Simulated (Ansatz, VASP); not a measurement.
One calculation of CaO, two programs

```
CELL_PARAMETERS angstrom
0.00000 2.45070 2.45070
2.45070 0.00000 2.45070
2.45070 2.45070 0.00000
ATOMIC_POSITIONS crystal
Ca 0.00000 0.00000 0.00000
O 0.50000 0.50000 0.50000
```

Alike in both runs: task single point; functional PBEsol; k mesh 10 × 10 × 10; occupations fermi-dirac, width 0.05 eV; no spin polarisation.

|  | VASP | Ansatz |
| --- | --- | --- |
| version | VASP 6.6.1 | Ansatz 0.2.0 |
| potentials or method | VASP PAW PBE potentials, release 64 (Ca_sv, O) | Ansatz PAW |
| plane-wave cutoff (eV) | 520 | 420 |
| valence electrons in the cell | 16 | 16 |

```csv
,VASP,Ansatz,Ansatz less VASP
gap on the k mesh at the Fermi level (eV),3.55,3.57,+0.018
least direct gap on the mesh (eV),3.94,3.96,+0.018
pressure (GPa),-7.6,-8.0,-0.44
```

VASP's potentials were made for PBE, not for PBEsol.
